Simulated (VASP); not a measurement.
A run of VASP 6.6.1 is set up as follows.

The input INCAR:

```
PREC     = Accurate       # precision mode
ENCUT    = 500            # plane-wave cutoff, eV
EDIFF    = 1E-7           # SCF threshold, eV
ISMEAR   = 0              # smearing method
SIGMA    = 0.05           # smearing width, eV
LREAL    = False          # projectors in reciprocal space
LASPH    = True           # aspherical terms in the spheres
NELM     = 120            # most SCF steps
ALGO     = Normal         # electronic algorithm
ISIF     = 3              # what is computed and relaxed
LWAVE    = False          # write WAVECAR
LCHARG   = False          # write CHGCAR
GGA      = PE             # functional
IBRION   = 2              # ionic algorithm
NSW      = 80             # ionic steps
EDIFFG   = -0.02          # ionic threshold
GGA_COMPAT= False        
NELMIN   = 4
```

File KPOINTS:

```
Automatic mesh
0
Gamma
  6 6 6
```

POSCAR

```
ScSi2
1.0
    0.0000000000      3.1118154056      3.1118154056
    3.1118154056      0.0000000000      3.1118154056
    3.1118154056      3.1118154056      0.0000000000
Sc Si
1 2
Direct
    0.0000000000      0.0000000000      0.0000000000
    0.2500000000      0.2500000000      0.2500000000
    0.7500000000      0.7500000000      0.7500000000
```

Potentials or basis: VASP PAW PBE potentials, release 64 (Sc_sv, Si).

The run is started by

```bash
$ cat potpaw_PBE.64/Sc_sv/POTCAR potpaw_PBE.64/Si/POTCAR > POTCAR
$ mpirun -np 1 vasp_std > vasp.out
```

(1) Estimate the band gap on the k mesh.

Answers

(1) zero (an odd number of electrons rules out a gap without spin polarisation).

Caveat: the relaxation stopped at its first step, so nothing moved.
